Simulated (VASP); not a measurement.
# Rb (Fd-3m) in VASP: a series of runs, part 2 of 2

VASP 6.6.1. Earlier steps stand in the parts before.

**3. Single point, PBE (134.06 Å³/atom)**

This run uses another cell than the first one, of 134.06 Å³/atom.

File INCAR:

```
ALGO     = Normal         # electronic algorithm
EDIFF    = 1E-6           # SCF threshold, eV
ENCUT    = 520            # plane-wave cutoff, eV
GGA      = PE             # functional
ISIF     = 2              # what is computed and relaxed
ISMEAR   = -1             # smearing method
LASPH    = T              # aspherical terms in the spheres
LCHARG   = F              # write CHGCAR
LREAL    = F              # projectors in reciprocal space
LWAVE    = F              # write WAVECAR
NBANDS   = 16             # bands
NELM     = 60             # most SCF steps
PREC     = Accurate       # precision mode
SIGMA    = 0.08           # smearing width, eV
```

File KPOINTS:

```
k-points
0
Gamma
  7 7 7
```

File POSCAR:

```
Rb
1.0
    0.0000000000      5.1179964961      5.1179964961
    5.1179964961      0.0000000000      5.1179964961
    5.1179964961      5.1179964961      0.0000000000
Rb
2
Direct
   -0.1250000000     -0.1250000000     -0.1250000000
    0.1250000000      0.1250000000      0.1250000000
```

Potentials or basis: VASP PAW PBE potentials, release 64 (Rb_sv).

The run is started by

```sh
cat potpaw_PBE.64/Rb_sv/POTCAR > POTCAR
mpirun -np 1 vasp_std > vasp.out
```

OUTCAR:

```text
EDIFF = 1E-6
   ENCUT = 520
   GGA = PE
   ISIF = 2
   ISMEAR = -1
   LASPH = T
   LREAL = F
   NELM = 60
   PREC = Accurate

 ion  position               nearest neighbor table
   1  0.875  0.875  0.875-   2 4.43   2 4.43   2 4.43   2 4.43
   2  0.125  0.125  0.125-   1 4.43   1 4.43   1 4.43   1 4.43

  LATTYP: Found a face centered cubic cell.
 ALAT       =    10.2359929922

  Lattice vectors:

 A1 = (   0.0000000000,   5.1179964961,   5.1179964961)
 A2 = (   5.1179964961,   0.0000000000,   5.1179964961)
 A3 = (   5.1179964961,   5.1179964961,   0.0000000000)

Analysis of symmetry for initial positions (statically):
=====================================================================
 Subroutine PRICEL returns:
 Original cell was already a primitive cell.

 Routine SETGRP: Setting up the symmetry group for a
 face centered cubic supercell.

 Subroutine GETGRP returns: Found 48 space group operations
 (whereof 12 operations were pure point group operations)
 out of a pool of 48 trial point group operations.

The static configuration has the point symmetry D_3d.
 The point group associated with its full space group is O_h .

Analysis of symmetry for dynamics (positions and initial velocities):
=====================================================================
 Subroutine PRICEL returns:
 Original cell was already a primitive cell.

 Routine SETGRP: Setting up the symmetry group for a
 face centered cubic supercell.

 Subroutine GETGRP returns: Found 48 space group operations
 (whereof 12 operations were pure point group operations)
 out of a pool of 48 trial point group operations.

The dynamic configuration has the point symmetry D_3d.
 The point group associated with its full space group is O_h .

 Subroutine INISYM returns: Found 48 space group operations
 (whereof 12 operations are pure point group operations),
 and found     1 'primitive' translations

----------------------------------------------------------------------------------------

                                     Primitive cell

  volume of cell :     268.1205

  direct lattice vectors                    reciprocal lattice vectors
     0.000000000  5.117996496  5.117996496    -0.097694479  0.097694479  0.097694479
     5.117996496  0.000000000  5.117996496     0.097694479 -0.097694479  0.097694479
     5.117996496  5.117996496  0.000000000     0.097694479  0.097694479 -0.097694479

  length of vectors
     7.237940057  7.237940057  7.237940057     0.169211801  0.169211801  0.169211801

  position of ions in fractional coordinates (direct lattice)
     0.875000000  0.875000000  0.875000000
     0.125000000  0.125000000  0.125000000

  ion indices of the primitive-cell ions
   primitive index   ion index
                 1           1
                 2           2

----------------------------------------------------------------------------------------

 KPOINTS: k-points

Automatic generation of k-mesh.
 Grid dimensions read from file:
 generate k-points for:    7    7    7

 Generating k-lattice:

  Cartesian coordinates                     Fractional coordinates (reciprocal lattice)
    -0.013956354  0.013956354  0.013956354     0.142857143  0.000000000  0.000000000
     0.013956354 -0.013956354  0.013956354     0.000000000  0.142857143  0.000000000
     0.013956354  0.013956354 -0.013956354     0.000000000  0.000000000  0.142857143

  Length of vectors
     0.024173114  0.024173114  0.024173114

  Shift w.r.t. Gamma in fractional coordinates (k-lattice)
     0.000000000  0.000000000  0.000000000

 Subroutine IBZKPT returns following result:
 ===========================================

 Found     20 irreducible k-points:

 Following reciprocal coordinates:
            Coordinates               Weight
  0.000000  0.000000  0.000000      1.000000
  0.142857  0.000000  0.000000      8.000000
  0.285714  0.000000  0.000000      8.000000
  0.428571  0.000000  0.000000      8.000000
  0.142857  0.142857  0.000000      6.000000
  0.285714  0.142857  0.000000     24.000000
[... 12 lines left out ...]
 -0.428571  0.428571  0.142857     24.000000
 -0.285714  0.428571  0.142857     24.000000
   k-points           NKPTS =     20   k-points in BZ     NKDIM =     20   number of bands    NBANDS=     16
   number of dos      NEDOS =    301   number of ions     NIONS =      2
   total plane-waves  NPLWV = 157464
   dimension x,y,z NGX =    54 NGY =   54 NGZ =   54
   dimension x,y,z NGXF=   108 NGYF=  108 NGZF=  108
   ions per type =               2
   NGX,Y,Z   is equivalent  to a cutoff of  12.40, 12.40, 12.40 a.u.
   NGXF,Y,Z  is equivalent  to a cutoff of  24.81, 24.81, 24.81 a.u.
 SYSTEM =  unknown system
   PREC   = accura    normal or accurate (medium, high low for compatibility)
   ISTART =      0    job   : 0-new  1-cont  2-samecut
   ICHARG =      2    charge: 1-file 2-atom 10-const
   ISPIN  =      1    spin polarized calculation?
   LNONCOLLINEAR =      F non collinear calculations
   LSORBIT =      F    spin-orbit coupling
   LASPH  =      T    aspherical Exc in radial PAW
   ENCUT  =  520.0 eV  38.22 Ry    6.18 a.u.  13.46 13.46 13.46*2*pi/ulx,y,z
   NELM   =     60;   NELMIN=  2; NELMDL= -5     # of ELM steps
   EDIFF  = 0.1E-05   stopping-criterion for ELM
   LREAL  =      F    real-space projection
   EDIFFG = 0.1E-04   stopping-criterion for IOM
   NSW    =      0    number of steps for IOM
   IBRION =     -1    ionic relax: 0-MD 1-quasi-New 2-CG
   NFREE  =      0    steps in history (QN), initial steepest desc. (CG)
   ISIF   =      2    stress and relaxation
   ISYM   =      2    0-nonsym 1-usesym 2-fastsym
   POTIM  = 0.5000    time-step for ionic-motion
   TEBEG  =    0.0;   TEEND  =   0.0 temperature during run
   PSTRESS=    0.0 pullay stress
   NELECT =      18.0000    total number of electrons
   NUPDOWN=      -1.0000    fix difference up-down
   EMIN   =  10.00;   EMAX   =-10.00  energy-range for DOS
   EFERMI =   0.00;   METHOD = LEGACY
   ISMEAR =    -1;   SIGMA  =   0.08  broadening in eV -4-tet -1-fermi 0-gaus
   EFERMI_NEDOS =   21; number of points for ismear=-14 and -15
   IALGO  =     38    algorithm
   IMIX   =      4    mixing-type and parameters
     AMIX     =   0.40;   BMIX     =  1.00
     AMIX_MAG =   1.60;   BMIX_MAG =  1.00
  volume/ion in A,a.u.               =     134.06       904.68
  Fermi-wavevector in a.u.,A,eV,Ry     =   0.665358  1.257345  6.023325  0.442702
  Thomas-Fermi vector in A             =   1.739329
   LORBIT       =      0    0 simple, 1 ext, 2 COOP (PROOUT), +10 PAW based schemes
   GGA     = PE    functional components
   LHFCALC =     F    Hartree Fock is set to
   AEXX    =    0.0000 exact exchange contribution
   IVDW    =     0    specifies the selected vdW correction
   LEPSILON=     F    determine dielectric tensor
   LRPA    =     F    only Hartree local field effects (RPA)
 non-spin polarized calculation
  energy-cutoff  :      520.00
  volume of cell :      268.12
 maximum number of plane-waves:      7249
 NGX is ok and might be reduce to    54
   NGX = 27   NGY = 27   NGZ = 27

 number of electron      18.0000000 magnetization

 Free energy of the ion-electron system (eV)
  ---------------------------------------------------
  ext. energy  EPLUGINS =         0.00000000
  ---------------------------------------------------
  free energy    TOTEN  =        -1.36475123 eV

  energy without entropy =       -1.33014736  energy(sigma->0) =       -1.34744930

 E-fermi :  -0.6273     XC(G=0):  -4.5173

 val. band max:       -0.6799880138   @ k =  -0.2857   0.4286   0.1429
 cond. band min:      -0.6031267822   @ k =  -0.4286   0.4286   0.0000
 fundamental gap:      0.0768612316
 Fermi energy:        -0.6272785217

 k-point     1 :       0.0000    0.0000    0.0000
  band No.  band energies     occupation
      1     -29.9636      2.00000
      2     -29.9488      2.00000
      3     -14.0831      2.00000
      4     -14.0831      2.00000
      5     -14.0831      2.00000
      6     -13.9959      2.00000
[... 8 lines left out ...]
     15       1.7217      0.00000
     16       1.7217      0.00000
[... 343 lines left out ...]
 k-point    20 :      -0.2857    0.4286    0.1429
  band No.  band energies     occupation
      1     -29.9572      2.00000
      2     -29.9551      2.00000
      3     -14.1026      2.00000
      4     -14.0993      2.00000
      5     -14.0495      2.00000
      6     -14.0314      2.00000
[... 8 lines left out ...]
     15       1.8922      0.00000
     16       2.0594      0.00000

------------------------ aborting loop because EDIFF is reached ----------------------------------------

  FORCE on cell =-STRESS in cart. coord.  units (eV):
  Direction    XX          YY          ZZ          XY          YZ          ZX
  --------------------------------------------------------------------------------------
  -------------------------------------------------------------------------------------
  Total        0.0876194      0.0876194      0.0876194      0.0000000      0.0000000      0.0000000
  in kB        0.5235775      0.5235775      0.5235775      0.0000000      0.0000000      0.0000000
  external PRESSURE =       0.5235775 kB  Pullay stress =       0.0000000 kB

 VOLUME and BASIS-vectors are now :
 -----------------------------------------------------------------------------
  energy-cutoff  :      520.00
  volume of cell :      268.12
      direct lattice vectors                 reciprocal lattice vectors
     0.000000000  5.117996496  5.117996496    -0.097694479  0.097694479  0.097694479
     5.117996496  0.000000000  5.117996496     0.097694479 -0.097694479  0.097694479
     5.117996496  5.117996496  0.000000000     0.097694479  0.097694479 -0.097694479

 POSITION                                       TOTAL-FORCE (eV/Angst)
 -----------------------------------------------------------------------------------
      8.95649      8.95649      8.95649        -0.000000      0.000000      0.000000
      1.27950      1.27950      1.27950         0.000000     -0.000000     -0.000000
 -----------------------------------------------------------------------------------
    total drift:                               -0.000000      0.000000     -0.000000

  FREE ENERGIE OF THE ION-ELECTRON SYSTEM (eV)
  ---------------------------------------------------
  free  energy   TOTEN  =        -1.3647512281 eV

  energy  without entropy=       -1.3301473644  energy(sigma->0) =       -1.34744930
```

Run time: 51 s. Hardware: 1 thread of Intel Xeon 6975P-C (Granite Rapids), shared host; peak memory 0.4 GiB.

Results:

```yaml
Free_energy: -1.3648 eV
Pressure: 0.1 GPa
```

Levels at points of the mesh, in eV from the Fermi level:
```
           k point  band 6  band 7  band 8  band 9  band 10  band 11  band 12  band 13
(0.00, 0.00, 0.00)  -13.37  -13.37  -13.37   -1.56     2.05     2.05     2.05     2.23
```

**4. Single point, PBE (141.12 Å³/atom)**

This run uses another cell than the first one, of 141.12 Å³/atom.

File INCAR:

```
ALGO = Normal
EDIFF = 1E-7
ENCUT = 520
GGA = PE
ISIF = 2
ISMEAR = -1
LASPH = True
LCHARG = False
LREAL = False
LWAVE = False
NBANDS = 16
NELM = 100
PREC = Accurate
SIGMA = 0.08
```

KPOINTS is that of step 3.

File POSCAR:

```
Rb
1.0
    0.0000000000      5.2062551592      5.2062551592
    5.2062551592      0.0000000000      5.2062551592
    5.2062551592      5.2062551592      0.0000000000
Rb
2
Direct
   -0.1250000000     -0.1250000000     -0.1250000000
    0.1250000000      0.1250000000      0.1250000000
```

The run is started by

```sh
cat potpaw_PBE.64/Rb_sv/POTCAR > POTCAR
mpirun -np 1 vasp_std > vasp.out
```

It took 65 s on 1 thread of Intel Xeon 6975P-C (Granite Rapids), shared host; peak memory 0.44 GiB.

It converged, with:

```
Free energy : -1.3671 eV
Pressure    : 0.0 GPa
```

Levels at points of the mesh, in eV from the Fermi level:
| k point | band 5 | band 6 | band 7 | band 8 | band 9 | band 10 | band 11 | band 12 | band 13 | band 14 |
| --- | --- | --- | --- | --- | --- | --- | --- | --- | --- | --- |
| (0.00, 0.00, 0.00) | -13.44 | -13.37 | -13.37 | -13.37 | -1.50 | 2.02 | 2.02 | 2.02 | 2.23 | 2.23 |

**5. Overview**

```tsv
cell	pressure (GPa)
a = 6.975 Å, angles 60.0°, 2 atoms	0.2
a = 7.238 Å, angles 60.0°, 2 atoms	0.1
a = 7.363 Å, angles 60.0°, 2 atoms	0.0
```

Alike in all rows: task single point; level PBE; potentials or basis VASP PAW PBE potentials, release 64 (Rb_sv); no spin polarisation; k mesh 7 × 7 × 7; cutoff (eV) 520; smearing fermi-dirac 0.08 eV.

Absolute energies hang on the potentials; compare differences alone.
